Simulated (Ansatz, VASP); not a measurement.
NaF in VASP and in Ansatz

```
Na F
1.0
     0.00000    2.35815    2.39300
     2.35815    0.00000    2.39300
     2.35815    2.35815    0.00000
Na F
1 1
Direct
  0.00000 0.00000 0.00000
  0.50000 0.50000 0.50000
```

Change from the starting cell: strain +0.015 along x and y, +0.030 along z, atoms carried along.

Alike in both runs: task single point; functional PBEsol; k mesh 8 × 8 × 8; occupations gaussian, width 0.05 eV; no spin polarisation.

|  | VASP | Ansatz |
| --- | --- | --- |
| version | VASP 6.6.1 | Ansatz 0.2.0 |
| potentials or method | VASP PAW PBE potentials, release 64 (Na_pv, F), cutoff 520 eV | scalar-relativistic, plane waves, PAW |
| valence electrons in the cell | 14 | 16 |

|  | VASP | Ansatz | Ansatz less VASP |
| --- | --- | --- | --- |
| gap on the k mesh at the Fermi level (eV) | 5.82 | 5.84 | +0.018 |
| least direct gap on the mesh (eV) | 5.82 | 5.84 | +0.018 |
| pressure (GPa) | -2.9 | -2.9 | +0.05 |
| traceless stress, the component that is largest in VASP (GPa) | -0.51 | -0.48 | +0.020 |

VASP's potentials were made for PBE, not for PBEsol. VASP's potentials hold 14 valence electrons a cell and Ansatz's 16, so a difference there can come from the potentials and not from the codes.
